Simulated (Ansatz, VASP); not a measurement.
## Two plane-wave programs on Rh

```
Rh
1.0
    -1.54792    1.54792    1.54792
     1.54792   -1.54792    1.54792
     1.54792    1.54792   -1.54792
Rh
1
Direct
  0.00000 0.00000 0.00000
```

Change from the starting cell: volume scaled by 1.025, PAW files.

Alike in both runs: task electric field gradients; functional PBE; k mesh 16 × 16 × 16; occupations fermi-dirac, width 0.05 eV; no spin polarisation.

```csv
,VASP,Ansatz
version,VASP 6.6.1,Ansatz 0.2.0
potentials or method,"VASP PAW PBE potentials, release 64 (Rh_pv)","PAW with Ansatz's default frozen-core files, scalar-relativistic"
plane-wave cutoff (eV),520,420
valence electrons in the cell,15,17
```

|  | VASP | Ansatz | Ansatz less VASP |
| --- | --- | --- | --- |
| pressure (GPa) | -5.4 | -5.4 | -0.03 |

VASP's potentials hold 15 valence electrons a cell and Ansatz's 17, so a difference there can come from the potentials and not from the codes.
